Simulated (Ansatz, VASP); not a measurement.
**One calculation of MgRh, two programs**

```
Mg Rh
1.0
     3.09920    0.00000    0.00000
     0.00000    3.09920    0.00000
     0.00000    0.00000    3.09920
Mg Rh
1 1
Cartesian
  0.0000 0.0000 0.0000
  1.5496 1.5496 1.5496
```

Alike in both runs: task single point; functional LDA; k mesh 10 × 10 × 10; occupations fermi-dirac, width 0.05 eV; no spin polarisation.

|  | VASP | Ansatz |
| --- | --- | --- |
| version | VASP 6.6.1 | Ansatz 0.2.0 |
| potentials or method | VASP PAW LDA potentials, release 64 (Mg, Rh_pv), cutoff 520 eV | all-electron LAPW, scalar-relativistic |

|  | VASP | Ansatz | Ansatz less VASP |
| --- | --- | --- | --- |
| pressure (GPa) | -6.6 | -6.2 | +0.38 |

LDA's correlation is that of Perdew and Zunger in VASP and of Perdew and Wang (1992) in Ansatz. Ansatz ran all-electron here, and VASP with PAW potentials.
